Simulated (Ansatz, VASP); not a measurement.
**Two plane-wave programs on MnO2**

The input INCAR:

```
PREC = Accurate
ENCUT = 520
EDIFF = 1E-6
ISMEAR = 0
SIGMA = 0.02
LREAL = False
LASPH = True
NELM = 150
ALGO = Normal
ISIF = 2
LWAVE = False
LCHARG = True
LMAXMIX = 4
LDAU = True
LDAUTYPE = 2
LDAUL = 2 -1
LDAUU = 3.9 0
LDAUJ = 0 0
LDAUPRINT = 1
GGA = PE
LELF = True
LVHAR = True
NBANDS = 20
```

File KPOINTS:

```
Automatic mesh
0
Gamma
  12 12 12
```

File POSCAR:

```
MnO2
1.0
    1.4472321903      0.8355598946      4.6442533328
   -1.4472321903      0.8355598946      4.6442533328
    0.0000000000     -1.6711197893      4.6442533328
Mn O
1 2
Direct
    0.0000000000      0.0000000000      0.0000000000
    0.2643644900      0.2643644900      0.2643644900
    0.7356355100      0.7356355100      0.7356355100
```

Input for Ansatz:

```yaml
crystal:
  lattice:
    - [1.4472321903, 0.8355598946, 4.6442533328]
    - [-1.4472321903, 0.8355598946, 4.6442533328]
    - [0.0, -1.6711197893, 4.6442533328]
  atoms:
    - { symbol: Mn, position: [0.0, 0.0, 0.0] }
    - { symbol: O, position: [0.26436449, 0.26436449, 0.26436449] }
    - { symbol: O, position: [0.73563551, 0.73563551, 0.73563551] }
basis:
  ecutwfc: 420
kpoints:
  mp_grid: { grid: [12, 12, 12] }
hamiltonian:
  xc: pbe
  hubbard: { sites: [{ species: Mn, l: d, u_eff: 3.9 }] }
scf:
  occupations: { method: gaussian, width: 0.02 }
output:
  forces: true
  stress: true
  eigenvalues: true
```

Alike in both runs: task single point; functional PBE; k mesh 12 × 12 × 12; occupations gaussian, width 0.02 eV; no spin polarisation; Hubbard terms Mn d U = 3.9 eV.

|  | VASP | Ansatz |
| --- | --- | --- |
| version | VASP 6.6.1 | Ansatz 0.2.0 |
| potentials or method | VASP PAW PBE potentials, release 64 (Mn_pv, O), cutoff 520 eV | scalar-relativistic, plane waves, PAW |
| valence electrons in the cell | 25 | 27 |

Ansatz gave:

```
gap on the k mesh at the Fermi level (eV)                     : none
pressure (GPa)                                                : -6.4
traceless stress, the component that is largest in VASP (GPa) : 2.95
rms of the force components (eV/Å)                            : 0.260
```

Task: Which values does VASP return?

Result: gap on the k mesh at the Fermi level (eV): none; pressure (GPa): -8.3; traceless stress, the component that is largest in VASP (GPa): 3.69; rms of the force components (eV/Å): 0.333.

The programs project onto different local orbitals, so the same U acts differently, and such runs can settle in different states. Atom by atom the forces differ by 0.073 eV/Å (rms over components). A gap of «none» marks a metal or a gap that the smearing closes. VASP's potentials hold 25 valence electrons a cell and Ansatz's 27, so a difference there can come from the potentials and not from the codes. Ansatz's warnings: filled band counts differ across k points.
